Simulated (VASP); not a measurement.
Wanted: the native input for a VASP 6.6.1 run.

| Item | Value |
| --- | --- |
| Task | single point |
| Functional | RPBE |
| Dispersion | D3(BJ) |
| Potentials or basis | VASP PAW PBE potentials, release 64 (Pb_d) |
| Cutoff | 520 eV |
| k mesh | 9 × 9 × 9 |
| Occupations | fermi-dirac, width 0.05 eV |
| Spin | no spin polarisation |
| Dipole correction | no |
| Further INCAR settings | ALGO = Normal; EDIFF = 1e-06; NBANDS = 13 |

The structure of Pb lies in POSCAR:

```
Pb
1.0
    0.0000000000      2.4914113386      2.4914113386
    2.4914113386      0.0000000000      2.4914113386
    2.4914113386      2.4914113386      0.0000000000
Pb
1
Direct
    0.0000000000      0.0000000000      0.0000000000
```

The input as run:

INCAR

```
PREC = Accurate
ENCUT = 520
EDIFF = 1E-6
ISMEAR = -1
SIGMA = 0.05
LREAL = False
LASPH = True
NELM = 80
ALGO = Normal
ISIF = 2
LWAVE = False
LCHARG = False
GGA = RP
IVDW = 12
NBANDS = 13
```

KPOINTS

```
regular mesh
0
Gamma
  9 9 9
```

Potentials or basis: VASP PAW PBE potentials, release 64 (Pb_d).

Launch:

```console
$ cat potpaw_PBE.64/Pb_d/POTCAR > POTCAR
$ mpirun -np 1 vasp_std > vasp.out
```

It gave:

* Pressure: -17.1 GPa
* Band gap on the k mesh: zero (band 7 reaches 14.48 eV, above the bottom of band 8 at 5.69 eV)
* Dispersion energy per atom: -2.374 eV

Caveat: the PAW data sets were made with another functional, which shifts forces and pressure a little; spin-orbit coupling is left out, which moves the levels of the heavy elements; pairwise dispersion overbinds metals, which lowers pressure and volume.

Wall time 14 s on 1 thread of Intel(R) Xeon(R) Platinum 8259CL CPU @ 2.50GHz (Skylake/Cascade Lake) (shared host), peak memory 0.17 GiB.
